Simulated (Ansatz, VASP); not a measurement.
V in VASP and in Ansatz

```
V
1.0
     1.69373    0.97787    2.94862
    -1.69373    0.97787    2.94862
     0.00000   -1.95575    2.94862
V
2
Cartesian
  0.0000 0.0000 2.0667
  0.0000 0.0000 6.7791
```

Alike in both runs: task relaxation of cell and atoms; functional PBE; k mesh 6 × 6 × 6; occupations gaussian, width 0.1 eV; no spin polarisation.

|  | VASP | Ansatz |
| --- | --- | --- |
| version | VASP 6.6.1 | Ansatz 0.2.0 |
| potentials or method | VASP PAW PBE potentials, release 64 (V_sv), cutoff 600 eV | scalar-relativistic, plane waves, PAW |
| valence electrons in the cell | 26 | 26 |

```tsv
	VASP	Ansatz	Ansatz less VASP
gap on the k mesh at the Fermi level, each at its own relaxed structure (eV)	none	none	-
relaxed volume (Å³/atom)	13.88	13.78	-0.103
relaxed cell length with the largest relative difference (Å)	4.584	4.259	-0.3253
```

A gap of «none» marks a metal or a gap that the smearing closes. One of these differences is far larger than is usual between the two programs; its cause wasn't traced.

The k mesh is coarse, so the values compare programs but aren't converged.
